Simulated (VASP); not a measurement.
A run of VASP 6.6.1:

The input INCAR:

```
PREC = Accurate
ENCUT = 520
EDIFF = 1E-6
ISMEAR = 0
SIGMA = 0.05
LREAL = F
LASPH = T
NELM = 100
ALGO = Normal
ISIF = 2
LWAVE = F
LCHARG = T
LELF = T
LVHAR = T
NBANDS = 6
```

File KPOINTS:

```
regular mesh
0
Gamma
  10 10 26
```

File POSCAR:

```
H
1.0
    2.7158797074      0.0000000000      0.0000000000
    0.0000000000      2.7158797074      0.0000000000
    0.0000000000      0.0000000000      0.9559805970
H
1
Direct
    0.0000000000      0.0000000000      0.5000000000
```

Potentials or basis: VASP PAW LDA potentials, release 64 (H).

Launch:

```console
$ cat potpaw_LDA.64/H/POTCAR > POTCAR
$ mpirun -np 1 vasp_std > vasp.out
```

Hardware: 1 thread of Intel(R) Xeon(R) Platinum 8259CL CPU @ 2.50GHz (Skylake/Cascade Lake), with other jobs on the host.

Question: How long does it take, and how much memory?

Answer: Run time: 7.5 s on 1 thread of Intel(R) Xeon(R) Platinum 8259CL CPU @ 2.50GHz (Skylake/Cascade Lake), on a shared host, peak memory 0.1 GiB. Counts: scf iterations 11, k points 294.
